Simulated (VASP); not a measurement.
# ScAl in VASP: further runs, part 2 of 2

VASP 6.6.1.

### 3 Single point, r2SCAN (uniaxial strain along c: +2.0 %, then relaxed in part)

The input, POSCAR:

```
ScAl
1.0
    3.3424926978      0.0000000000      0.0000000000
    0.0000000000      3.3424926978      0.0000000000
    0.0000000000      0.0000000000      3.4364770276
Sc Al
1 1
Direct
    0.5000000000      0.5000000000      0.5000000000
    0.0000000000      0.0000000000      0.0000000000
```

The input, INCAR.step1:

```
SYSTEM = ScAl
ALGO     = Normal         ! electronic algorithm
EDIFF    = 1E-4           ! SCF threshold, eV
ENCUT    = 520            ! plane-wave cutoff, eV
GGA      = PE             ! functional
ISMEAR   = 0              ! smearing method
LASPH    = .TRUE.         ! aspherical terms in the spheres
LCHARG   = .FALSE.        ! write CHGCAR
LREAL    = .FALSE.        ! projectors in reciprocal space
LWAVE    = .TRUE.         ! write WAVECAR
NBANDS   = 14             ! bands
NELM     = 60             ! most SCF steps
PREC     = Accurate       ! precision mode
SIGMA    = 0.1            ! smearing width, eV
```

The input, INCAR.step2:

```
SYSTEM = ScAl
ALGO     = Normal         ! electronic algorithm
EDIFF    = 1E-6           ! SCF threshold, eV
ENCUT    = 520            ! plane-wave cutoff, eV
ISIF     = 2              ! what is computed and relaxed
ISMEAR   = 0              ! smearing method
ISTART   = 1            
LASPH    = .TRUE.         ! aspherical terms in the spheres
LCHARG   = .FALSE.        ! write CHGCAR
LMIXTAU  = .TRUE.       
LREAL    = .FALSE.        ! projectors in reciprocal space
LWAVE    = .FALSE.        ! write WAVECAR
METAGGA  = R2SCAN         ! meta-GGA
NBANDS   = 14             ! bands
NELM     = 60             ! most SCF steps
PREC     = Accurate       ! precision mode
SIGMA    = 0.1            ! smearing width, eV
```

The input, KPOINTS:

```
k-points
0
G
  16 16 16
  0 0 0
```

Potentials or basis: VASP PAW PBE potentials, release 64 (Sc_sv, Al).

Run with:

```bash
> cat potpaw_PBE.64/Sc_sv/POTCAR potpaw_PBE.64/Al/POTCAR > POTCAR
> cp INCAR.step1 INCAR
> mpirun -np 1 vasp_std > vasp.out
> cp INCAR.step2 INCAR
> mpirun -np 1 vasp_std > vasp.out
```

OUTCAR:

```text
SYSTEM = ScAl
   EDIFF = 1E-6
   ENCUT = 520
   ISIF = 2
   ISMEAR = 0
   ISTART = 1
   LASPH = .TRUE.
   LREAL = .FALSE.
   METAGGA = R2SCAN
   NELM = 60
   PREC = Accurate

 ion  position               nearest neighbor table
   1  0.500  0.500  0.500-   2 2.92   2 2.92   2 2.92   2 2.92   2 2.92   2 2.92   2 2.92   2 2.92

   2  0.000  0.000  0.000-   1 2.92   1 2.92   1 2.92   1 2.92   1 2.92   1 2.92   1 2.92   1 2.92

  LATTYP: Found a simple tetragonal cell.
 ALAT       =     3.3424926978
 C/A-ratio  =     1.0281180359

  Lattice vectors:

 A1 = (   3.3424926978,   0.0000000000,   0.0000000000)
 A2 = (   0.0000000000,   3.3424926978,   0.0000000000)
 A3 = (   0.0000000000,   0.0000000000,   3.4364770276)

Analysis of symmetry for initial positions (statically):
=====================================================================
 Subroutine PRICEL returns:
 Original cell was already a primitive cell.

 Routine SETGRP: Setting up the symmetry group for a
 simple tetragonal supercell.

 Subroutine GETGRP returns: Found 16 space group operations
 (whereof 16 operations were pure point group operations)
 out of a pool of 16 trial point group operations.

The static configuration has the point symmetry D_4h.

Analysis of symmetry for dynamics (positions and initial velocities):
=====================================================================
 Subroutine PRICEL returns:
 Original cell was already a primitive cell.

 Routine SETGRP: Setting up the symmetry group for a
 simple tetragonal supercell.

 Subroutine GETGRP returns: Found 16 space group operations
 (whereof 16 operations were pure point group operations)
 out of a pool of 16 trial point group operations.

The dynamic configuration has the point symmetry D_4h.

 Subroutine INISYM returns: Found 16 space group operations
 (whereof 16 operations are pure point group operations),
 and found     1 'primitive' translations

----------------------------------------------------------------------------------------

                                     Primitive cell

  volume of cell :      38.3932
[... 115 lines left out ...]
   LHFCALC =     F    Hartree Fock is set to
   AEXX    =    0.0000 exact exchange contribution
   IVDW    =     0    specifies the selected vdW correction
   LEPSILON=     F    determine dielectric tensor
   LRPA    =     F    only Hartree local field effects (RPA)
 non-spin polarized calculation
 Gauss-broadening in eV      SIGMA  =   0.10
  energy-cutoff  :      520.00
  volume of cell :       38.39
 maximum number of plane-waves:      1050
 NGX is ok and might be reduce to    28
   NGX = 13   NGY = 13   NGZ = 13

 number of electron      14.0000002 magnetization

 Free energy of the ion-electron system (eV)
  ---------------------------------------------------
  ext. energy  EPLUGINS =         0.00000000
  ---------------------------------------------------
  free energy    TOTEN  =       -19.06003633 eV

  energy without entropy =      -19.05626594  energy(sigma->0) =      -19.05815113

 E-fermi :   6.1348     XC(G=0): -11.0159

 val. band max:        6.1236498806   @ k =   0.3750   0.1250   0.0000
 cond. band min:       6.1363508752   @ k =   0.5000   0.4375   0.1875
 fundamental gap:      0.0127009946
 Fermi energy:         6.1348008579

 k-point     1 :       0.0000    0.0000    0.0000
  band No.  band energies     occupation
      1     -45.4886      2.00000
      2     -23.1221      2.00000
      3     -23.0884      2.00000
      4     -23.0884      2.00000
      5      -2.9075      2.00000
      6       5.3794      2.00000
      7       5.4602      2.00000
      8       9.0201      0.00000
      9       9.0201      0.00000
     10       9.1673      0.00000
     11       9.5264      0.00000
     12      10.2177      0.00000
     13      10.2177      0.00000
     14      14.9522      0.00000
[... 377 lines left out ...]
      1     -45.4692      2.00000
      2     -23.2853      2.00000
      3     -23.1003      2.00000
      4     -23.0982      2.00000
      5       0.2339      2.00000
      6       1.4790      2.00000
      7       6.5603      0.00000
      8       6.6294      0.00000
      9       6.8792      0.00000
     10       8.9538      0.00000
     11      10.2297      0.00000
     12      12.4910      0.00000
     13      14.0534      0.00000
     14      14.3001      0.00000

 [... further k-points ...]
[... 5 lines left out ...]
  --------------------------------------------------------------------------------------
  -------------------------------------------------------------------------------------
  Total        0.0329101      0.0329101     -0.1307588      0.0000000     -0.0000000      0.0000000
  in kB        1.3733627      1.3733627     -5.4566621      0.0000000     -0.0000000      0.0000000
  external PRESSURE =      -0.9033122 kB  Pullay stress =       0.0000000 kB

 VOLUME and BASIS-vectors are now :
 -----------------------------------------------------------------------------
  energy-cutoff  :      520.00
  volume of cell :       38.39
      direct lattice vectors                 reciprocal lattice vectors
     3.342492698  0.000000000  0.000000000     0.299177916  0.000000000  0.000000000
     0.000000000  3.342492698  0.000000000     0.000000000  0.299177916  0.000000000
     0.000000000  0.000000000  3.436477028     0.000000000  0.000000000  0.290995689

 POSITION                                       TOTAL-FORCE (eV/Angst)
 -----------------------------------------------------------------------------------
      1.67125      1.67125      1.71824         0.000000      0.000000      0.000000
      0.00000      0.00000      0.00000         0.000000      0.000000      0.000000
 -----------------------------------------------------------------------------------
    total drift:                                0.000000      0.000000      0.000000

  FREE ENERGIE OF THE ION-ELECTRON SYSTEM (eV)
  ---------------------------------------------------
  free  energy   TOTEN  =       -19.0600363310 eV

  energy  without entropy=      -19.0562659372  energy(sigma->0) =      -19.05815113
```

OSZICAR.step1:

```text
N       E                     dE             d eps       ncg     rms          rms(c)
DAV:   1     0.120106364792E+03    0.12011E+03   -0.66566E+03 11628   0.937E+02
DAV:   2    -0.881598539209E+01   -0.12892E+03   -0.12527E+03 11462   0.310E+02
DAV:   3    -0.119542244179E+02   -0.31382E+01   -0.30506E+01 16682   0.596E+01
DAV:   4    -0.120268579340E+02   -0.72634E-01   -0.72570E-01 13646   0.768E+00
DAV:   5    -0.120302675600E+02   -0.34096E-02   -0.34095E-02 17180   0.155E+00    0.728E+00
DAV:   6    -0.109380816115E+02    0.10922E+01   -0.18582E+00 17454   0.197E+01    0.203E+00
DAV:   7    -0.109012094208E+02    0.36872E-01   -0.89102E-02 18594   0.282E+00    0.934E-01
DAV:   8    -0.108892014806E+02    0.12008E-01   -0.15067E-02 15754   0.135E+00    0.230E-01
DAV:   9    -0.108886545381E+02    0.54694E-03   -0.20929E-03 17542   0.751E-01    0.112E-01
DAV:  10    -0.108886092269E+02    0.45311E-04   -0.37761E-04 16716   0.283E-01
   1 F= -.10888609E+02 E0= -.10886476E+02  d E =-.426713E-02
```

Wall time 4.3 min (1 thread of Intel Xeon 6975P-C (Granite Rapids), shared host); peak memory 0.34 GiB.

Results:

- Free energy: -19.0600 eV
- Pressure: -0.1 GPa
- Band gap on the k mesh: zero (bands 7 and 8 overlap by 1.33 eV)

Stress tensor (GPa, compression positive):
```
 0.14  0.00  0.00
 0.00  0.14  0.00
 0.00  0.00 -0.55
```

Caveat: the cell differs from its parent crystal (uniaxial strain along c: +2.0 %, then relaxed in part); the PAW data sets were made with another functional, which shifts forces and pressure a little.

### 4 Single point, r2SCAN (uniaxial strain along c: +2.0 %)

The input, POSCAR:

```
ScAl
1.0
    3.3522496495      0.0000000000      0.0000000000
    0.0000000000      3.3522496495      0.0000000000
    0.0000000000      0.0000000000      3.4364770276
Sc Al
1 1
Direct
    0.5000000000      0.5000000000      0.5000000000
    0.0000000000      0.0000000000      0.0000000000
```

The input, INCAR.step1:

```
SYSTEM = ScAl
PREC = Accurate
ENCUT = 520
ISMEAR = 0
SIGMA = 0.1
LREAL = .FALSE.
LASPH = .TRUE.
NELM = 80
NBANDS = 14
GGA = PE
ALGO = Normal
EDIFF = 1E-4
LWAVE = .TRUE.
LCHARG = .FALSE.
```

The input, INCAR.step2:

```
SYSTEM = ScAl
PREC = Accurate
ENCUT = 520
EDIFF = 1E-6
ISMEAR = 0
SIGMA = 0.1
LREAL = .FALSE.
LASPH = .TRUE.
NELM = 80
ALGO = Normal
ISIF = 2
LWAVE = .FALSE.
LCHARG = .FALSE.
METAGGA = R2SCAN
LMIXTAU = .TRUE.
NBANDS = 14
ISTART = 1
```

The input, KPOINTS:

```
regular mesh
0
G
  16 16 16
  0 0 0
```

Potentials or basis: VASP PAW PBE potentials, release 64 (Sc_sv, Al).

Run with:

```bash
> cat potpaw_PBE.64/Sc_sv/POTCAR potpaw_PBE.64/Al/POTCAR > POTCAR
> cp INCAR.step1 INCAR
> mpirun -np 1 vasp_std > vasp.out
> cp INCAR.step2 INCAR
> mpirun -np 1 vasp_std > vasp.out
```

OUTCAR:

```text
SYSTEM = ScAl
   PREC = Accurate
   ENCUT = 520
   EDIFF = 1E-6
   ISMEAR = 0
   LREAL = .FALSE.
   LASPH = .TRUE.
   NELM = 80
   ISIF = 2
   METAGGA = R2SCAN
   ISTART = 1

 ion  position               nearest neighbor table
   1  0.500  0.500  0.500-   2 2.93   2 2.93   2 2.93   2 2.93   2 2.93   2 2.93   2 2.93   2 2.93

   2  0.000  0.000  0.000-   1 2.93   1 2.93   1 2.93   1 2.93   1 2.93   1 2.93   1 2.93   1 2.93

  LATTYP: Found a simple tetragonal cell.
 ALAT       =     3.3522496495
 C/A-ratio  =     1.0251256281

  Lattice vectors:

 A1 = (   3.3522496495,   0.0000000000,   0.0000000000)
 A2 = (   0.0000000000,   3.3522496495,   0.0000000000)
 A3 = (   0.0000000000,   0.0000000000,   3.4364770276)

Analysis of symmetry for initial positions (statically):
=====================================================================
 Subroutine PRICEL returns:
 Original cell was already a primitive cell.

 Routine SETGRP: Setting up the symmetry group for a
 simple tetragonal supercell.

 Subroutine GETGRP returns: Found 16 space group operations
 (whereof 16 operations were pure point group operations)
 out of a pool of 16 trial point group operations.

The static configuration has the point symmetry D_4h.

[... 169 lines left out ...]
  band No.  band energies     occupation
      1     -45.5524      2.00000
      2     -23.1834      2.00000
      3     -23.1534      2.00000
      4     -23.1534      2.00000
      5      -2.9297      2.00000
      6       5.3490      2.00000
      7       5.4203      2.00000
      8       8.9612      0.00000
      9       8.9612      0.00000
     10       9.0924      0.00000
     11       9.5042      0.00000
     12      10.1210      0.00000
     13      10.1210      0.00000
     14      14.8771      0.00000
[... 377 lines left out ...]
      1     -45.5337      2.00000
      2     -23.3446      2.00000
      3     -23.1630      2.00000
      4     -23.1624      2.00000
      5       0.1860      2.00000
      6       1.4440      2.00000
      7       6.5113      0.00000
      8       6.5690      0.00000
      9       6.8541      0.00000
     10       8.8974      0.00000
     11      10.1458      0.00000
     12      12.4211      0.00000
     13      13.9562      0.00000
     14      14.2168      0.00000

 [... further k-points ...]
[... 5 lines left out ...]
  --------------------------------------------------------------------------------------
  -------------------------------------------------------------------------------------
  Total       -0.0856657     -0.0856657     -0.2336903      0.0000000      0.0000000      0.0000000
  in kB       -3.5541155     -3.5541155     -9.6953857      0.0000000      0.0000000      0.0000000
  external PRESSURE =      -5.6012056 kB  Pullay stress =       0.0000000 kB

 VOLUME and BASIS-vectors are now :
 -----------------------------------------------------------------------------
  energy-cutoff  :      520.00
  volume of cell :       38.62
      direct lattice vectors                 reciprocal lattice vectors
     3.352249650  0.000000000  0.000000000     0.298307138  0.000000000  0.000000000
     0.000000000  3.352249650  0.000000000     0.000000000  0.298307138  0.000000000
     0.000000000  0.000000000  3.436477028     0.000000000  0.000000000  0.290995689

 POSITION                                       TOTAL-FORCE (eV/Angst)
 -----------------------------------------------------------------------------------
      1.67612      1.67612      1.71824         0.000000      0.000000      0.000000
      0.00000      0.00000      0.00000         0.000000      0.000000      0.000000
 -----------------------------------------------------------------------------------
    total drift:                                0.000000      0.000000      0.000000

  FREE ENERGIE OF THE ION-ELECTRON SYSTEM (eV)
  ---------------------------------------------------
  free  energy   TOTEN  =       -19.0599633340 eV

  energy  without entropy=      -19.0561803528  energy(sigma->0) =      -19.05807184
```

Run time: 4 min. Hardware: 1 thread of Intel Xeon 6975P-C (Granite Rapids), shared host; peak memory 0.34 GiB.

What came out:

* Free energy: -19.0600 eV
* Pressure: -0.6 GPa
* Band gap on the k mesh: zero (bands 7 and 8 overlap by 1.32 eV)

Caveat: the cell differs from its parent crystal (uniaxial strain along c: +2.0 %); the PAW data sets were made with another functional, which shifts forces and pressure a little.

### 5 Overview

```tsv
cell	gap on the mesh (eV)	pressure (GPa)
a = 3.369 Å, 2 atoms	none	0.3
a = 3.342, b = 3.342, c = 3.436 Å, 2 atoms	none	-0.1
a = 3.352, b = 3.352, c = 3.436 Å, 2 atoms	none	-0.6
```

Alike in all rows: task single point; level r2SCAN; potentials or basis VASP PAW PBE potentials, release 64 (Sc_sv, Al); no spin polarisation; k mesh 16 × 16 × 16; cutoff (eV) 520; smearing gaussian 0.1 eV.

Caveats: the PAW data sets were made with another functional, which shifts forces and pressure a little.

Absolute energies hang on the potentials; compare differences alone.
